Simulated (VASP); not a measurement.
## Ca: single point with PBE

Crystal: Ca.

```
Ca
1.0
     0.00000    2.64716    2.64716
     2.64716    0.00000    2.64716
     2.64716    2.64716    0.00000
Ca
1
Cartesian
  0.0000 0.0000 0.0000
```

This cell differs from its parent crystal: volume scaled by 0.88.

| Quantity | Value |
| --- | --- |
| Program | VASP 6.6.1 |
| Task | single point |
| Functional | PBE |
| Potentials or basis | VASP PAW PBE potentials, release 64 (Ca_sv) |
| Cutoff | 520 eV |
| k mesh | 14 × 14 × 14 |
| Occupations | gaussian, width 0.1 eV |
| Spin | no spin polarisation |
| Dipole correction | no |
| Further INCAR settings | ALGO = Fast; EDIFF = 1e-07; NBANDS = 11 |

* Pressure: 2.7 GPa
* Band gap on the k mesh: zero (band 5 reaches 2.58 eV, above the bottom of band 6 at 2.45 eV)

Levels at points of the mesh, in eV from the Fermi level:
```csv
k point,band 2,band 3,band 4,band 5,band 6,band 7,band 8,band 9
"(0.00, 0.00, 0.00)",-22.62,-22.62,-22.62,-4.25,2.51,2.51,2.51,3.75
"(0.50, 0.00, 0.00)",-22.84,-22.65,-22.65,-1.04,-0.04,2.37,2.37,4.55
"(0.50, 0.50, 0.00)",-22.82,-22.70,-22.70,-0.60,0.49,1.24,4.55,4.77
```

Wall time 63 s on 1 thread of Intel Xeon 6975P-C, on a shared host, peak memory 0.18 GiB.
